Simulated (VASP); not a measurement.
A run of VASP 6.6.1:

INCAR

```
  PREC = Accurate
  ENCUT = 520
  EDIFF = 1E-7
  ISMEAR = 0
  SIGMA = 0.01
  LREAL = False
  LASPH = True
  NELM = 80
  ALGO = Normal
  ISIF = 2
  LWAVE = False
  LCHARG = False
  GGA = PE
  NBANDS = 28
```

KPOINTS

```
Automatic mesh
0
Gamma
  6 6 2
```

Contents of POSCAR:

```
Y2CF2
1.0
    3.6642918298      0.0000000000      0.0000000000
   -1.8321459149      3.1733698115      0.0000000000
    0.0000000000      0.0000000000      6.3208771579
Y C F
2 1 2
Direct
    0.3333333333      0.6666666667      0.2141676581
    0.6666666667      0.3333333333      0.7858323419
    0.0000000000      0.0000000000      0.0000000000
    0.3333333333      0.6666666667      0.6126078578
    0.6666666667      0.3333333333      0.3873921422
```

Potentials or basis: VASP PAW PBE potentials, release 64 (Y_sv, C, F).

Command:

```sh
$ cat potpaw_PBE.64/Y_sv/POTCAR potpaw_PBE.64/C/POTCAR potpaw_PBE.64/F/POTCAR > POTCAR
$ mpirun -np 1 vasp_std > vasp.out
```

Hardware: 1 thread of AMD EPYC 9R45 96-Core Processor (Zen 5), with other jobs on the host.

How long does it take, and how much memory?

It took 23 s on 1 thread of AMD EPYC 9R45 96-Core Processor (Zen 5) (shared host), peak memory 0.17 GiB. Counts: scf iterations 16, k points 14.
